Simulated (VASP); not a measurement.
# SiC (F-43m) in VASP: single point with PBEsol

Aim: the single point of SiC with PBEsol.

Everything below comes from runs of VASP 6.6.1. Logs are shortened: lines on timing, memory, paths and dates and some standing lists are left out, and cuts for length are marked.

## (1) The cell of the first run

The structure is cubic, space group F-43m (No. 216). The conventional cell has a = 4.357 Å, b = 4.357 Å, c = 4.357 Å, α = 90.00°, β = 90.00°, γ = 90.00°. Within 2.5 Å of Si (site symmetry -43m) lie 4 C at 1.89 Å. Within 2.5 Å of C (site symmetry -43m) lie 4 Si at 1.89 Å.

## (2) Single point, PBEsol

INCAR

```
SYSTEM = SiC
PREC = Accurate ; ENCUT = 600
EDIFF = 1E-6 ; ISMEAR = 0
SIGMA = 0.02 ; LREAL = .False.
LASPH = .True. ; NELM = 120
ALGO = Normal ; ISIF = 2
LWAVE = .False. ; LCHARG = .False.
GGA = PS ; NBANDS = 11
GGA_COMPAT = .False.
```

KPOINTS

```
regular mesh
0
Gamma
  10 10 10
  0 0 0
```

POSCAR

```
SiC
1.0
    0.0000000000      2.1784489659      2.1784489659
    2.1784489659      0.0000000000      2.1784489659
    2.1784489659      2.1784489659      0.0000000000
Si C
1 1
Direct
    0.7500000000      0.7500000000      0.7500000000
    0.0000000000      0.0000000000      0.0000000000
```

Potentials or basis: VASP PAW PBE potentials, release 64 (Si, C).

Run with:

```bash
$ cat potpaw_PBE.64/Si/POTCAR potpaw_PBE.64/C/POTCAR > POTCAR
$ mpirun -np 1 vasp_std > vasp.out
```

OUTCAR:

```text
SYSTEM = SiC
   PREC = Accurate
   ENCUT = 600
   EDIFF = 1E-6
   ISMEAR = 0
   LREAL = .False.
   LASPH = .True.
   NELM = 120
   ISIF = 2
   GGA = PS

 ion  position               nearest neighbor table
   1  0.750  0.750  0.750-   2 1.89   2 1.89   2 1.89   2 1.89
   2  0.000  0.000  0.000-   1 1.89   1 1.89   1 1.89   1 1.89

  LATTYP: Found a face centered cubic cell.
 ALAT       =     4.3568979318

  Lattice vectors:

 A1 = (   0.0000000000,   2.1784489659,   2.1784489659)
 A2 = (   2.1784489659,   0.0000000000,   2.1784489659)
 A3 = (   2.1784489659,   2.1784489659,   0.0000000000)

Analysis of symmetry for initial positions (statically):
=====================================================================
 Subroutine PRICEL returns:
 Original cell was already a primitive cell.

 Routine SETGRP: Setting up the symmetry group for a
 face centered cubic supercell.

 Subroutine GETGRP returns: Found 24 space group operations
 (whereof 24 operations were pure point group operations)
 out of a pool of 48 trial point group operations.

The static configuration has the point symmetry T_d .

Analysis of symmetry for dynamics (positions and initial velocities):
=====================================================================
 Subroutine PRICEL returns:
 Original cell was already a primitive cell.

 Routine SETGRP: Setting up the symmetry group for a
 face centered cubic supercell.

 Subroutine GETGRP returns: Found 24 space group operations
 (whereof 24 operations were pure point group operations)
 out of a pool of 48 trial point group operations.

The dynamic configuration has the point symmetry T_d .

 Subroutine INISYM returns: Found 24 space group operations
 (whereof 24 operations are pure point group operations),
 and found     1 'primitive' translations

----------------------------------------------------------------------------------------

                                     Primitive cell

  volume of cell :      20.6763

  direct lattice vectors                    reciprocal lattice vectors
     0.000000000  2.178448966  2.178448966    -0.229521099  0.229521099  0.229521099
     2.178448966  0.000000000  2.178448966     0.229521099 -0.229521099  0.229521099
     2.178448966  2.178448966  0.000000000     0.229521099  0.229521099 -0.229521099

  length of vectors
     3.080792073  3.080792073  3.080792073     0.397542204  0.397542204  0.397542204

  position of ions in fractional coordinates (direct lattice)
     0.750000000  0.750000000  0.750000000
     0.000000000  0.000000000  0.000000000

  ion indices of the primitive-cell ions
   primitive index   ion index
                 1           1
                 2           2

----------------------------------------------------------------------------------------

 KPOINTS: regular mesh

Automatic generation of k-mesh.
 Grid dimensions read from file:
 generate k-points for:   10   10   10

 Generating k-lattice:

  Cartesian coordinates                     Fractional coordinates (reciprocal lattice)
    -0.022952110  0.022952110  0.022952110     0.100000000  0.000000000  0.000000000
     0.022952110 -0.022952110  0.022952110     0.000000000  0.100000000  0.000000000
     0.022952110  0.022952110 -0.022952110     0.000000000  0.000000000  0.100000000

  Length of vectors
     0.039754220  0.039754220  0.039754220

  Shift w.r.t. Gamma in fractional coordinates (k-lattice)
     0.000000000  0.000000000  0.000000000

 Subroutine IBZKPT returns following result:
 ===========================================

 Found     47 irreducible k-points:

 Following reciprocal coordinates:
            Coordinates               Weight
  0.000000  0.000000  0.000000      1.000000
  0.100000  0.000000  0.000000      8.000000
  0.200000  0.000000  0.000000      8.000000
  0.300000  0.000000  0.000000      8.000000
  0.400000  0.000000  0.000000      8.000000
  0.500000  0.000000  0.000000      4.000000
[... 16 lines left out ...]
  0.300000  0.300000  0.000000      6.000000
  0.400000  0.300000  0.000000     24.000000
 [... further k-points ...]
   k-points           NKPTS =     47   k-points in BZ     NKDIM =     47   number of bands    NBANDS=     11
   number of dos      NEDOS =    301   number of ions     NIONS =      2
   total plane-waves  NPLWV =  21952
   dimension x,y,z NGX =    28 NGY =   28 NGZ =   28
   dimension x,y,z NGXF=    56 NGYF=   56 NGZF=   56
   ions per type =               1   1
   NGX,Y,Z   is equivalent  to a cutoff of  15.11, 15.11, 15.11 a.u.
   NGXF,Y,Z  is equivalent  to a cutoff of  30.22, 30.22, 30.22 a.u.
 SYSTEM =  SiC
   PREC   = accura    normal or accurate (medium, high low for compatibility)
   ISTART =      0    job   : 0-new  1-cont  2-samecut
   ICHARG =      2    charge: 1-file 2-atom 10-const
   ISPIN  =      1    spin polarized calculation?
   LNONCOLLINEAR =      F non collinear calculations
   LSORBIT =      F    spin-orbit coupling
   LASPH  =      T    aspherical Exc in radial PAW
   ENCUT  =  600.0 eV  44.10 Ry    6.64 a.u.   6.15  6.15  6.15*2*pi/ulx,y,z
   NELM   =    120;   NELMIN=  2; NELMDL= -5     # of ELM steps
   EDIFF  = 0.1E-05   stopping-criterion for ELM
   LREAL  =      F    real-space projection
   EDIFFG = 0.1E-04   stopping-criterion for IOM
   NSW    =      0    number of steps for IOM
   IBRION =     -1    ionic relax: 0-MD 1-quasi-New 2-CG
   NFREE  =      0    steps in history (QN), initial steepest desc. (CG)
   ISIF   =      2    stress and relaxation
   ISYM   =      2    0-nonsym 1-usesym 2-fastsym
   POTIM  = 0.5000    time-step for ionic-motion
   TEBEG  =    0.0;   TEEND  =   0.0 temperature during run
   PSTRESS=    0.0 pullay stress
   NELECT =       8.0000    total number of electrons
   NUPDOWN=      -1.0000    fix difference up-down
   EMIN   =  10.00;   EMAX   =-10.00  energy-range for DOS
   EFERMI =   0.00;   METHOD = LEGACY
   ISMEAR =     0;   SIGMA  =   0.02  broadening in eV -4-tet -1-fermi 0-gaus
   EFERMI_NEDOS =   21; number of points for ismear=-14 and -15
   IALGO  =     38    algorithm
   IMIX   =      4    mixing-type and parameters
     AMIX     =   0.40;   BMIX     =  1.00
     AMIX_MAG =   1.60;   BMIX_MAG =  1.00
  volume/ion in A,a.u.               =      10.34        69.77
  Fermi-wavevector in a.u.,A,eV,Ry     =   1.192928  2.254306 19.362130  1.423076
  Thomas-Fermi vector in A             =   2.328954
   LORBIT       =      0    0 simple, 1 ext, 2 COOP (PROOUT), +10 PAW based schemes
   GGA     = PS    functional components
   LHFCALC =     F    Hartree Fock is set to
   AEXX    =    0.0000 exact exchange contribution
   IVDW    =     0    specifies the selected vdW correction
   LEPSILON=     F    determine dielectric tensor
   LRPA    =     F    only Hartree local field effects (RPA)
 non-spin polarized calculation
 Gauss-broadening in eV      SIGMA  =   0.02
  energy-cutoff  :      600.00
  volume of cell :       20.68
 maximum number of plane-waves:       701
 NGX is ok and might be reduce to    28
   NGX = 13   NGY = 13   NGZ = 13

 number of electron       8.0000000 magnetization

 Free energy of the ion-electron system (eV)
  ---------------------------------------------------
  ext. energy  EPLUGINS =         0.00000000
  ---------------------------------------------------
  free energy    TOTEN  =       -15.91609656 eV

  energy without entropy =      -15.91609656  energy(sigma->0) =      -15.91609656

 E-fermi :   8.1848     XC(G=0): -11.5081

 val. band max:        8.0644405708   @ k =   0.0000   0.0000   0.0000
 cond. band min:       9.2979502136   @ k =   0.5000   0.5000   0.0000
 fundamental gap:      1.2335096428
 Fermi energy:         8.1848298417

 k-point     1 :       0.0000    0.0000    0.0000
  band No.  band energies     occupation
      1      -7.3656      2.00000
      2       8.0644      2.00000
      3       8.0644      2.00000
      4       8.0644      2.00000
      5      14.2601      0.00000
      6      15.3128      0.00000
      7      15.3128      0.00000
      8      15.3128      0.00000
      9      22.5259      0.00000
     10      22.5259      0.00000
     11      24.3391      0.00000

 k-point     2 :       0.1000    0.0000    0.0000
  band No.  band energies     occupation
      1      -7.1693      2.00000
      2       7.0492      2.00000
      3       7.9296      2.00000
      4       7.9296      2.00000
      5      14.5106      0.00000
      6      15.5572      0.00000
      7      15.5572      0.00000
      8      15.5941      0.00000
      9      21.5493      0.00000
     10      21.5493      0.00000
     11      24.1400      0.00000

 k-point     3 :       0.2000    0.0000    0.0000
  band No.  band energies     occupation
      1      -6.5888      2.00000
      2       4.9181      2.00000
      3       7.6209      2.00000
      4       7.6209      2.00000
      5      14.2115      0.00000
      6      15.9140      0.00000
      7      15.9140      0.00000
      8      16.7897      0.00000
      9      20.8749      0.00000
     10      20.8749      0.00000
     11      23.2582      0.00000

 k-point     4 :       0.3000    0.0000    0.0000
  band No.  band energies     occupation
      1      -5.6587      2.00000
      2       2.5929      2.00000
      3       7.3037      2.00000
      4       7.3037      2.00000
      5      13.8031      0.00000
      6      15.7647      0.00000
      7      15.7647      0.00000
      8      17.7322      0.00000
      9      21.7018      0.00000
     10      21.7018      0.00000
     11      23.0062      0.00000
[... 239 lines left out ...]
 k-point    22 :      -0.2000    0.2000    0.0000
  band No.  band energies     occupation
      1      -5.3469      2.00000
      2       3.2478      2.00000
      3       4.8103      2.00000
      4       7.4149      2.00000
      5      14.5467      0.00000
      6      16.0019      0.00000
      7      16.3765      0.00000
      8      17.1536      0.00000
      9      19.4991      0.00000
     10      23.3681      0.00000
     11      27.1208      0.00000

 k-point    23 :       0.3000    0.3000    0.0000
  band No.  band energies     occupation
      1      -5.0804      2.00000
      2       3.7072      2.00000
      3       5.6807      2.00000
      4       5.6807      2.00000
      5      11.1224      0.00000
      6      13.5637      0.00000
      7      19.5422      0.00000
      8      19.5422      0.00000
      9      20.4021      0.00000
     10      25.1093      0.00000
     11      29.6522      0.00000

 k-point    24 :       0.4000    0.3000    0.0000
  band No.  band energies     occupation
      1      -4.2039      2.00000
      2       2.4775      2.00000
      3       4.8790      2.00000
      4       5.4171      2.00000
      5      10.8218      0.00000
      6      13.5798      0.00000
      7      19.6256      0.00000
      8      19.9344      0.00000
      9      21.7503      0.00000
     10      26.0857      0.00000
     11      29.2448      0.00000

 [... further k-points ...]

------------------------ aborting loop because EDIFF is reached ----------------------------------------

  FORCE on cell =-STRESS in cart. coord.  units (eV):
  Direction    XX          YY          ZZ          XY          YZ          ZX
  --------------------------------------------------------------------------------------
  -------------------------------------------------------------------------------------
  Total        0.0272622      0.0272622      0.0272622      0.0000000     -0.0000000      0.0000000
  in kB        2.1125111      2.1125111      2.1125111      0.0000000     -0.0000000      0.0000000
  external PRESSURE =       2.1125111 kB  Pullay stress =       0.0000000 kB

 VOLUME and BASIS-vectors are now :
 -----------------------------------------------------------------------------
  energy-cutoff  :      600.00
  volume of cell :       20.68
      direct lattice vectors                 reciprocal lattice vectors
     0.000000000  2.178448966  2.178448966    -0.229521099  0.229521099  0.229521099
     2.178448966  0.000000000  2.178448966     0.229521099 -0.229521099  0.229521099
     2.178448966  2.178448966  0.000000000     0.229521099  0.229521099 -0.229521099

 POSITION                                       TOTAL-FORCE (eV/Angst)
 -----------------------------------------------------------------------------------
      3.26767      3.26767      3.26767        -0.000000     -0.000000     -0.000000
      0.00000      0.00000      0.00000         0.000000      0.000000      0.000000
 -----------------------------------------------------------------------------------
    total drift:                               -0.000000     -0.000000     -0.000000

  FREE ENERGIE OF THE ION-ELECTRON SYSTEM (eV)
  ---------------------------------------------------
  free  energy   TOTEN  =       -15.9160965584 eV

  energy  without entropy=      -15.9160965584  energy(sigma->0) =      -15.91609656
```

Run time: 47 s. Hardware: 1 thread of Intel Xeon 8259CL, shared host; peak memory 0.16 GiB.

Results:

- Free energy: -15.9161 eV
- Pressure: 0.2 GPa
- Band gap on the k mesh: 1.23 eV (least direct gap 4.44 eV)

Levels at points of the mesh, in eV from the valence-band top:
| k point | band 1 | band 2 | band 3 | band 4 | band 5 | band 6 | band 7 | band 8 |
| --- | --- | --- | --- | --- | --- | --- | --- | --- |
| (0.00, 0.00, 0.00) | -15.43 | 0.00 | 0.00 | 0.00 | 6.20 | 7.25 | 7.25 | 7.25 |
| (0.50, 0.00, 0.00) | -11.82 | -8.60 | -1.06 | -1.06 | 5.38 | 7.14 | 7.14 | 9.92 |
| (0.50, 0.50, 0.00) | -10.36 | -7.84 | -3.21 | -3.21 | 1.23 | 4.20 | 13.96 | 13.96 |

Caveat: the PAW data sets were made with another functional, which shifts forces and pressure a little. A k mesh can miss the band edges.
